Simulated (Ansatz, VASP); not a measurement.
# RbGe5 in VASP and in Ansatz

INCAR

```
SYSTEM = RbGe5
PREC     = Accurate       ! precision mode
ENCUT    = 520            ! plane-wave cutoff, eV
EDIFF    = 1E-6           ! SCF threshold, eV
ISMEAR   = 0              ! smearing method
SIGMA    = 0.1            ! smearing width, eV
LREAL    = .FALSE.        ! projectors in reciprocal space
LASPH    = .TRUE.         ! aspherical terms in the spheres
NELM     = 60             ! most SCF steps
ALGO     = Normal         ! electronic algorithm
ISIF     = 2              ! what is computed and relaxed
LWAVE    = .FALSE.        ! write WAVECAR
LCHARG   = .FALSE.        ! write CHGCAR
GGA      = PE             ! functional
NBANDS   = 48             ! bands
```

Contents of KPOINTS:

```
Automatic mesh
0
G
  6 6 2
  0 0 0
```

The input POSCAR:

```
RbGe5
1.0
    4.2118884900      0.0000000000      0.0000000000
   -2.1059442500      3.6476024300      0.0000000000
    0.0000000000      0.0000000000      9.5338202500
Rb Ge
1 5
Direct
    0.0000000000      0.0000000000      0.0000000000
    0.3333333300      0.6666666700      0.3793514700
    0.3333333300      0.6666666700      0.6206485300
    0.6666666700      0.3333333300      0.6206485300
    0.6666666700      0.3333333300      0.3793514700
    0.0000000000      0.0000000000      0.5000000000
```

Input for Ansatz:

```yaml
crystal:
  lattice:
    - [4.21188849, 0.0, 0.0]
    - [-2.10594425, 3.64760243, 0.0]
    - [0.0, 0.0, 9.53382025]
  atoms:
    - { symbol: Rb, position: [0.0, 0.0, 0.0] }
    - { symbol: Ge, position: [0.33333333, 0.66666667, 0.37935147] }
    - { symbol: Ge, position: [0.33333333, 0.66666667, 0.62064853] }
    - { symbol: Ge, position: [0.66666667, 0.33333333, 0.62064853] }
    - { symbol: Ge, position: [0.66666667, 0.33333333, 0.37935147] }
    - { symbol: Ge, position: [0.0, 0.0, 0.5] }
basis:
  ecutwfc: 420
kpoints:
  mp_grid: { grid: [6, 6, 2] }
hamiltonian:
  xc: pbe
scf:
  occupations: { method: gaussian, width: 0.1 }
  lower_state_search: "off"
output:
  forces: true
  stress: true
  eigenvalues: true
```

Alike in both runs: task single point; functional PBE; k mesh 6 × 6 × 2; occupations gaussian, width 0.1 eV; no spin polarisation.

```csv
,VASP,Ansatz
version,VASP 6.6.1,Ansatz 0.2.0
potentials or method,"VASP PAW PBE potentials, release 64 (Rb_sv, Ge_d), cutoff 520 eV","scalar-relativistic, plane waves, PAW"
valence electrons in the cell,79,79
```

Ansatz gave:

- gap on the k mesh at the Fermi level (eV): none
- pressure (GPa): 21.6
- traceless stress, the component that is largest in VASP (GPa): -6.31
- rms of the force components (eV/Å): 1.743

Question: Which values does VASP return?

Answer: gap on the k mesh at the Fermi level (eV): none; pressure (GPa): 21.6; traceless stress, the component that is largest in VASP (GPa): -6.34; rms of the force components (eV/Å): 1.750.

Atom by atom the forces differ by 0.007 eV/Å (rms over components). A gap of «none» marks a metal or a gap that the smearing closes. The functional is the same, so the differences come from potentials, cutoffs and numerics.
